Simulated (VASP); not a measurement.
Wanted: the native input for a VASP 6.6.1 run.

| Item | Value |
| --- | --- |
| Task | single point |
| Functional | PBE |
| Potentials or basis | VASP PAW PBE potentials, release 64 (Ti_sv, C) |
| Cutoff | 520 eV |
| k mesh | 12 × 8 × 6 |
| Occupations | gaussian, width 0.1 eV |
| Spin | no spin polarisation |
| Dipole correction | no |
| k mesh for the DOS | 18 × 12 × 9 |
| Occupations for the DOS | tetrahedron |
| Further INCAR settings | ALGO = Normal; EDIFF = 1e-06 |

Ti2C5:

```
Ti C
1.0
     2.63579    0.00194   -0.01096
    -0.00326    4.33849   -0.04005
    -1.29227   -1.04956    6.18292
Ti C
2 5
Direct
  0.58145 0.79870 0.66277
  0.41855 0.20130 0.33723
  0.24359 0.91238 0.98718
  0.25051 0.57864 0.00103
  0.75641 0.08762 0.01282
  0.74949 0.42136 0.99897
  0.00000 0.00000 0.50000
```

The input as run:

POSCAR

```
Ti2C5
1.0
    2.6357859393      0.0019395137     -0.0109635786
   -0.0032563489      4.3384946944     -0.0400468343
   -1.2922686244     -1.0495642252      6.1829201784
Ti C
2 5
Direct
    0.5814464066      0.7987007875      0.6627686403
    0.4185535934      0.2012992125      0.3372313597
    0.2435877377      0.9123784021      0.9871812931
    0.2505086985      0.5786433588      0.0010323900
    0.7564122623      0.0876215979      0.0128187069
    0.7494913015      0.4213566412      0.9989676100
    0.0000000000      0.0000000000      0.5000000000
```

INCAR.step1

```
SYSTEM = Ti2C5
ALGO = Normal
EDIFF = 1E-6
ENCUT = 520
GGA = PE
GGA_COMPAT = .FALSE.
ISIF = 2
ISMEAR = 0
LASPH = .TRUE.
LCHARG = .TRUE.
LMAXMIX = 4
LORBIT = 11
LREAL = .FALSE.
LWAVE = .FALSE.
NBANDS = 31
NEDOS = 2001
NELM = 120
PREC = Accurate
SIGMA = 0.1
```

KPOINTS.step1

```
k-points
0
G
  12 8 6
  0 0 0
```

INCAR.step2

```
SYSTEM = Ti2C5
ALGO = Normal
EDIFF = 1E-6
ENCUT = 520
GGA = PE
GGA_COMPAT = .FALSE.
ICHARG = 11
ISIF = 2
ISMEAR = -5
LASPH = .TRUE.
LCHARG = .FALSE.
LMAXMIX = 4
LORBIT = 11
LREAL = .FALSE.
LWAVE = .FALSE.
NEDOS = 2001
NELM = 120
PREC = Accurate
SIGMA = 0.1
```

KPOINTS.step2

```
k-points
0
G
  18 12 9
  0 0 0
```

Potentials or basis: VASP PAW PBE potentials, release 64 (Ti_sv, C).

Command:

```console
$ cat potpaw_PBE.64/Ti_sv/POTCAR potpaw_PBE.64/C/POTCAR > POTCAR
$ cp INCAR.step1 INCAR
$ cp KPOINTS.step1 KPOINTS
$ mpirun -np 1 vasp_std > vasp.out
$ cp INCAR.step2 INCAR
$ cp KPOINTS.step2 KPOINTS
$ mpirun -np 1 vasp_std > vasp.out
```

Results of the run:

```json
{
  "Valence electrons inside the program's atomic spheres": "Ti 10.51; C 2.55, 2.53, 2.47 (each value once)"
}
```

Wall time 12 min on 1 thread of Intel(R) Xeon(R) 6975P-C (Granite Rapids) (shared host), peak memory 1.4 GiB.
